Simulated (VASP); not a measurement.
# MnPt2 (P-3m1) in VASP: a series of runs, part 2 of 2

VASP 6.6.1. Earlier steps stand in the parts before.

## 3. Single point, BLYP+D3(BJ), collinear spin, ferromagnetic start

This run uses another cell than the first one, of 14.94 Å³/atom.

File INCAR:

```
PREC = Accurate
ENCUT = 520
EDIFF = 1E-7
ISMEAR = -1
SIGMA = 0.05
LREAL = F
LASPH = T
NELM = 150
ALGO = Fast
ISIF = 2
LWAVE = F
LCHARG = F
ISPIN = 2
MAGMOM = 0 0 4
LORBIT = 11
LMAXMIX = 4
GGA = B5
ALDAX = 1.0
AGGAX = 1.0
AGGAC = 1.0
ALDAC = 0.0
IVDW = 12
VDW_S6 = 1.0
VDW_S8 = 2.6996
VDW_A1 = 0.4298
VDW_A2 = 4.2359
NBANDS = 28
```

File KPOINTS:

```
regular mesh
0
Gamma
  11 11 4
```

File POSCAR:

```
MnPt2
1.0
    2.8145122294      0.0000000000      0.0000000000
   -1.4072561147      2.4374390899      0.0000000000
    0.0000000000      0.0000000000      6.5315929430
Pt Mn
2 1
Direct
    0.6666666667      0.3333333333      0.3149549361
    0.3333333333      0.6666666667      0.6850450639
    0.0000000000      0.0000000000      0.0000000000
```

Potentials or basis: VASP PAW PBE potentials, release 64 (Pt, Mn_pv).

Started as:

```console
$ cat potpaw_PBE.64/Pt/POTCAR potpaw_PBE.64/Mn_pv/POTCAR > POTCAR
$ mpirun -np 1 vasp_std > vasp.out
```

OUTCAR:

```text
PREC = Accurate
   ENCUT = 520
   EDIFF = 1E-7
   ISMEAR = -1
   LREAL = F
   LASPH = T
   NELM = 150
   ISIF = 2
   ISPIN = 2
   LORBIT = 11
   GGA = B5
   IVDW = 12
 IVDW          = 12

 ion  position               nearest neighbor table
   1  0.667  0.333  0.315-   3 2.62   3 2.62   3 2.62   2 2.91   2 2.91   2 2.91
   2  0.333  0.667  0.685-   3 2.62   3 2.62   3 2.62   1 2.91   1 2.91   1 2.91
   3  0.000  0.000  0.000-   1 2.62   2 2.62   2 2.62   1 2.62   1 2.62   2 2.62

  LATTYP: Found a hexagonal cell.
 ALAT       =     2.8145122294
 C/A-ratio  =     2.3206838026

  Lattice vectors:

 A1 = (   2.8145122294,   0.0000000000,   0.0000000000)
 A2 = (  -1.4072561147,   2.4374390899,   0.0000000000)
 A3 = (   0.0000000000,   0.0000000000,   6.5315929430)

Analysis of symmetry for initial positions (statically):
=====================================================================
 Subroutine PRICEL returns:
 Original cell was already a primitive cell.

 Routine SETGRP: Setting up the symmetry group for a
 hexagonal supercell.

 Subroutine GETGRP returns: Found 12 space group operations
 (whereof 12 operations were pure point group operations)
 out of a pool of 24 trial point group operations.

The static configuration has the point symmetry D_3d.

Analysis of symmetry for dynamics (positions and initial velocities):
=====================================================================
 Subroutine PRICEL returns:
 Original cell was already a primitive cell.

 Routine SETGRP: Setting up the symmetry group for a
 hexagonal supercell.

 Subroutine GETGRP returns: Found 12 space group operations
 (whereof 12 operations were pure point group operations)
 out of a pool of 24 trial point group operations.

The dynamic configuration has the point symmetry D_3d.

Analysis of structural, dynamic, and magnetic symmetry:
=====================================================================
 Subroutine PRICEL returns:
 Original cell was already a primitive cell.

 Routine SETGRP: Setting up the symmetry group for a
 hexagonal supercell.

 Subroutine GETGRP returns: Found 12 space group operations
 (whereof 12 operations were pure point group operations)
 out of a pool of 24 trial point group operations.

The overall configuration has the point symmetry D_3d.

 Subroutine INISYM returns: Found 12 space group operations
 (whereof 12 operations are pure point group operations),
 and found     1 'primitive' translations

----------------------------------------------------------------------------------------

                                     Primitive cell

  volume of cell :      44.8080

  direct lattice vectors                    reciprocal lattice vectors
     2.814512229  0.000000000  0.000000000     0.355301352  0.205133331  0.000000000
    -1.407256115  2.437439090  0.000000000     0.000000000  0.410266662  0.000000000
     0.000000000  0.000000000  6.531592943     0.000000000  0.000000000  0.153102009

  length of vectors
     2.814512229  2.814512229  6.531592943     0.410266662  0.410266662  0.153102009

  position of ions in fractional coordinates (direct lattice)
[... 75 lines left out ...]
   ISPIN  =      2    spin polarized calculation?
   LNONCOLLINEAR =      F non collinear calculations
   LSORBIT =      F    spin-orbit coupling
   LASPH  =      T    aspherical Exc in radial PAW
   ENCUT  =  520.0 eV  38.22 Ry    6.18 a.u.   5.23  5.23 12.14*2*pi/ulx,y,z
   NELM   =    150;   NELMIN=  2; NELMDL= -5     # of ELM steps
   EDIFF  = 0.1E-06   stopping-criterion for ELM
   LREAL  =      F    real-space projection
   EDIFFG = 0.1E-05   stopping-criterion for IOM
   NSW    =      0    number of steps for IOM
   IBRION =     -1    ionic relax: 0-MD 1-quasi-New 2-CG
   NFREE  =      0    steps in history (QN), initial steepest desc. (CG)
   ISIF   =      2    stress and relaxation
   ISYM   =      2    0-nonsym 1-usesym 2-fastsym
   POTIM  = 0.5000    time-step for ionic-motion
   TEBEG  =    0.0;   TEEND  =   0.0 temperature during run
   PSTRESS=    0.0 pullay stress
   NELECT =      33.0000    total number of electrons
   NUPDOWN=      -1.0000    fix difference up-down
   EMIN   =  10.00;   EMAX   =-10.00  energy-range for DOS
   EFERMI =   0.00;   METHOD = LEGACY
   ISMEAR =    -1;   SIGMA  =   0.05  broadening in eV -4-tet -1-fermi 0-gaus
   EFERMI_NEDOS =   21; number of points for ismear=-14 and -15
   IALGO  =     68    algorithm
   IMIX   =      4    mixing-type and parameters
     AMIX     =   0.40;   BMIX     =  1.00
     AMIX_MAG =   1.60;   BMIX_MAG =  1.00
  volume/ion in A,a.u.               =      14.94       100.79
  Fermi-wavevector in a.u.,A,eV,Ry     =   1.478407  2.793785 29.738098  2.185689
  Thomas-Fermi vector in A             =   2.592692
   LORBIT       =     11    0 simple, 1 ext, 2 COOP (PROOUT), +10 PAW based schemes
   GGA     = B5    functional components
   LHFCALC =     F    Hartree Fock is set to
   AEXX    =    0.0000 exact exchange contribution
   IVDW    =    12    specifies the selected vdW correction
   LEPSILON=     F    determine dielectric tensor
   LRPA    =     F    only Hartree local field effects (RPA)
 spin polarized calculation
 RMM-DIIS sequential band-by-band and
  energy-cutoff  :      520.00
  volume of cell :       44.81
 maximum number of plane-waves:      1226
 NGX is ok and might be reduce to    24
   NGX = 11   NGY = 11   NGZ = 25

 number of electron      32.9999980 magnetization       4.2338004

 Free energy of the ion-electron system (eV)
  ---------------------------------------------------
  ext. energy  EPLUGINS =         0.00000000
  ---------------------------------------------------
  free energy    TOTEN  =       -18.40176180 eV

  energy without entropy =      -18.37606763  energy(sigma->0) =      -18.38891472

 E-fermi :  10.5371     XC(G=0): -12.3825

 val. band max:       10.5284597800   @ k =   0.3636   0.0909   0.0000
 cond. band min:      10.5374669901   @ k =   0.0000   0.1818   0.2500
 fundamental gap:      0.0090072101
 Fermi energy:        10.5370839836

 spin component 1

 k-point     1 :       0.0000    0.0000    0.0000
  band No.  band energies     occupation
      1     -38.8984      1.00000
      2     -38.8189      1.00000
      3     -38.8189      1.00000
      4       1.1824      1.00000
      5       3.3375      1.00000
      6       4.6803      1.00000
[... 733 lines left out ...]
     27      24.8183      0.00000
     28      26.5941      0.00000

 [... further k-points ...]

 spin component 2

 k-point     1 :       0.0000    0.0000    0.0000
  band No.  band energies     occupation
      1     -35.2520      1.00000
      2     -35.0967      1.00000
      3     -35.0967      1.00000
      4       1.3514      1.00000
      5       3.4501      1.00000
      6       5.2666      1.00000
[... 733 lines left out ...]
     27      25.2599      0.00000
     28      26.8295      0.00000

 [... further k-points ...]

------------------------ aborting loop because EDIFF is reached ----------------------------------------

 Edisp (eV)   -4.07965

 E8    (eV) :    -3.0654

  FORCE on cell =-STRESS in cart. coord.  units (eV):
  Direction    XX          YY          ZZ          XY          YZ          ZX
  --------------------------------------------------------------------------------------
  -------------------------------------------------------------------------------------
  Total       0.23817     0.23817     0.29898     0.00000     0.00000     0.00000
  in kB       8.51628     8.51628    10.69033     0.00000     0.00000     0.00000
  external pressure =        9.24 kB  Pullay stress =        0.00 kB

 VOLUME and BASIS-vectors are now :
 -----------------------------------------------------------------------------
  energy-cutoff  :      520.00
  volume of cell :       44.81
      direct lattice vectors                 reciprocal lattice vectors
     2.814512229  0.000000000  0.000000000     0.355301352  0.205133331  0.000000000
    -1.407256115  2.437439090  0.000000000     0.000000000  0.410266662  0.000000000
     0.000000000  0.000000000  6.531592943     0.000000000  0.000000000  0.153102009

 POSITION                                       TOTAL-FORCE (eV/Angst)
 -----------------------------------------------------------------------------------
      1.40726      0.81248      2.05716         0.000000      0.000000      0.008691
     -0.00000      1.62496      4.47444        -0.000000     -0.000000     -0.008691
      0.00000      0.00000      0.00000         0.000000      0.000000      0.000000
 -----------------------------------------------------------------------------------
    total drift:                               -0.000000     -0.000000      0.000000

  FREE ENERGIE OF THE ION-ELECTRON SYSTEM (eV)
  ---------------------------------------------------
  free  energy   TOTEN  =       -22.4814162332 eV

  energy  without entropy=      -22.4557220574  energy(sigma->0) =      -22.46856915

 total charge

# of ion       s       p       d       tot
------------------------------------------
    1        0.676   0.546   8.116   9.337
    2        0.676   0.546   8.116   9.337
    3        0.327   6.275   5.055  11.657
--------------------------------------------------
tot          1.679   7.366  21.286  30.332

 magnetization (x)

# of ion       s       p       d       tot
------------------------------------------
    1       -0.016  -0.001   0.289   0.272
    2       -0.016  -0.001   0.289   0.272
    3        0.009   0.018   3.510   3.537
--------------------------------------------------
tot         -0.024   0.016   4.089   4.081
```

It took 4.1 min on 1 thread of AMD EPYC 7R43 (Zen 3), shared host; peak memory 0.24 GiB.

Results:

```
Free energy                                           : -22.4814 eV
Pressure                                              : 0.9 GPa
Largest force                                         : 0.009 eV/Å
Net moment                                            : 4.23 μB per cell
Site moments                                          : Pt +0.27; Mn +3.54 μB
Valence electrons inside the program's atomic spheres : Pt 9.34; Mn 11.66
Dispersion energy per atom                            : -1.360 eV
```

Forces on the atoms (eV/Å):
```
Pt   0.000  0.000  0.009
Pt   0.000  0.000 -0.009
Mn   0.000  0.000  0.000
```

Caveat: the dispersion term is far too large for a dense solid, which distorts pressure and volume; the PAW data sets were made with another functional, which shifts forces and pressure a little; spin-orbit coupling is left out, which moves the levels of the heavy elements.

## 4. Single point, r2SCAN, collinear spin, ferromagnetic start

This run uses another cell than the first one, of 15.10 Å³/atom.

File POSCAR:

```
MnPt2
1.0
    2.8392199513      0.0000000000      0.0000000000
   -1.4196099756      2.4588366048      0.0000000000
    0.0000000000      0.0000000000      6.4886603702
Pt Mn
2 1
Direct
    0.6666666667      0.3333333333      0.3162060000
    0.3333333333      0.6666666667      0.6837940000
    0.0000000000      0.0000000000      0.0000000000
```

File INCAR.step1:

```
SYSTEM = MnPt2
  PREC = Accurate
  ENCUT = 520
  ISMEAR = -1
  SIGMA = 0.05
  LREAL = .False.
  LASPH = .True.
  NELM = 150
  ISPIN = 2
  MAGMOM = 0 0 4
  LMAXMIX = 4
  NBANDS = 28
  GGA = PE
  ALGO = Normal
  EDIFF = 1E-4
  LWAVE = .True.
  LCHARG = .False.
```

File INCAR.step2:

```
SYSTEM = MnPt2
  PREC = Accurate
  ENCUT = 520
  EDIFF = 1E-6
  ISMEAR = -1
  SIGMA = 0.05
  LREAL = .False.
  LASPH = .True.
  NELM = 150
  ALGO = Normal
  ISIF = 2
  LWAVE = .False.
  LCHARG = .False.
  ISPIN = 2
  MAGMOM = 0 0 4
  LORBIT = 11
  LMAXMIX = 4
  METAGGA = R2SCAN
  LMIXTAU = .True.
  NBANDS = 28
  ISTART = 1
```

File KPOINTS:

```
Automatic mesh
0
Gamma
  11 11 4
  0 0 0
```

Started as:

```console
$ cat potpaw_PBE.64/Pt/POTCAR potpaw_PBE.64/Mn_pv/POTCAR > POTCAR
$ cp INCAR.step1 INCAR
$ mpirun -np 1 vasp_std > vasp.out
$ cp INCAR.step2 INCAR
$ mpirun -np 1 vasp_std > vasp.out
```

Wall time 7.1 min (1 thread of Oxide Virtual Turin-like, shared host); peak memory 0.25 GiB.

The run converged. Its results:

- Free energy: -119.0955 eV
- Pressure: 2.3 GPa
- Largest force: 0.104 eV/Å
- Net moment: 4.80 μB per cell
- Site moments: Pt +0.31; Mn +4.03 μB
- Valence electrons inside the program's atomic spheres: Pt 9.30; Mn 11.57

Forces in eV/Å, atoms in the order of the input:
```
Pt   0.000  0.000  0.104
Pt   0.000  0.000 -0.104
Mn   0.000  0.000  0.000
```

Stress tensor (GPa, compression positive):
```
1.51 0.00 0.00
0.00 1.51 0.00
0.00 0.00 3.87
```

Levels at points of the mesh, in eV from the Fermi level:
Spin up:
| k point | band 15 | band 16 | band 17 | band 18 | band 19 | band 20 | band 21 | band 22 | band 23 | band 24 |
| --- | --- | --- | --- | --- | --- | --- | --- | --- | --- | --- |
| (0.00, 0.00, 0.00) | -2.76 | -2.18 | -2.18 | -1.29 | -1.29 | -1.28 | -1.28 | 10.56 | 11.53 | 15.75 |
| (0.00, 0.00, 0.50) | -2.44 | -2.44 | -2.03 | -2.03 | -0.48 | -0.48 | 0.24 | 6.24 | 14.98 | 15.50 |
Spin down:
```csv
k point,band 13,band 14,band 15,band 16,band 17,band 18
"(0.00, 0.00, 0.00)",-2.07,-2.07,-1.09,-1.09,1.33,2.00
"(0.00, 0.00, 0.50)",-1.80,-1.56,-1.56,0.29,0.87,2.07
```

Caveat: the PAW data sets were made with another functional, which shifts forces and pressure a little; spin-orbit coupling is left out, which moves the levels of the heavy elements.

## 5. Summary

```tsv
level	cell	gap on the mesh (eV)	pressure (GPa)	moment (μB)	largest force (eV/Å)
RPBE+D4	a = 2.800, b = 2.800, c = 6.546 Å, angles 90.0, 90.0, 120.0°, 3 atoms, atomic positions A	none	-0.2	4.48	0.02
BLYP+D3(BJ)	a = 2.815, b = 2.815, c = 6.532 Å, angles 90.0, 90.0, 120.0°, 3 atoms, atomic positions B	none	0.9	4.23	0.01
r2SCAN	a = 2.839, b = 2.839, c = 6.489 Å, angles 90.0, 90.0, 120.0°, 3 atoms, atomic positions C	none	2.3	4.80	0.10
```

Alike in all rows: task single point; potentials or basis VASP PAW PBE potentials, release 64 (Pt, Mn_pv); spin collinear, ferromagnetic start; k mesh 11 × 11 × 4; cutoff (eV) 520; smearing fermi-dirac 0.05 eV.

Caveats: the PAW data sets were made with another functional, which shifts forces and pressure a little; spin-orbit coupling is left out, which moves the levels of the heavy elements; the dispersion term is far too large for a dense solid, which distorts pressure and volume (at least some runs).

Total energies depend on the potentials used, so only differences within one code and one set of settings carry meaning.

The gap in the log of VASP goes by the Fermi energy; the results here count the filled bands.